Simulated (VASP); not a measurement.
Input of a VASP 6.6.1 run:

Contents of INCAR:

```
  PREC = Accurate
  ENCUT = 520
  EDIFF = 1E-6
  ISMEAR = 0
  SIGMA = 0.1
  LREAL = F
  LASPH = T
  NELM = 80
  ALGO = Normal
  ISIF = 2
  LWAVE = F
  LCHARG = F
  GGA = PE
  NBANDS = 34
```

Contents of KPOINTS:

```
Automatic mesh
0
Gamma
  4 4 4
```

Contents of POSCAR:

```
Ca4AlO
1.0
    0.0000000000      3.9668003000      3.9668003000
    3.9668003000      0.0000000000      3.9668003000
    3.9668003000      3.9668003000      0.0000000000
Ca Al O
4 1 1
Direct
    0.6338570700      0.6338570700      0.6338570700
    0.6338570700      0.6338570700      0.0984287800
    0.6338570700      0.0984287800      0.6338570700
    0.0984287800      0.6338570700      0.6338570700
    0.0000000000      0.0000000000      0.0000000000
    0.2500000000      0.2500000000      0.2500000000
```

Potentials or basis: VASP PAW PBE potentials, release 64 (Ca_sv, Al, O).

Launch:

```bash
$ cat potpaw_PBE.64/Ca_sv/POTCAR potpaw_PBE.64/Al/POTCAR potpaw_PBE.64/O/POTCAR > POTCAR
$ mpirun -np 1 vasp_std > vasp.out
```

(1) Predict the largest force.

(2) Estimate the band gap on the k mesh.

(3) Estimate the pressure.

## Answers

(1) 3.100 eV/Å.

(2) zero (an odd number of electrons rules out a gap without spin polarisation).

(3) 12.8 GPa.

Caveat: the cell stands under pressure; an odd number of electrons without spin polarisation forces a metal; a magnetic or distorted state may lie lower.
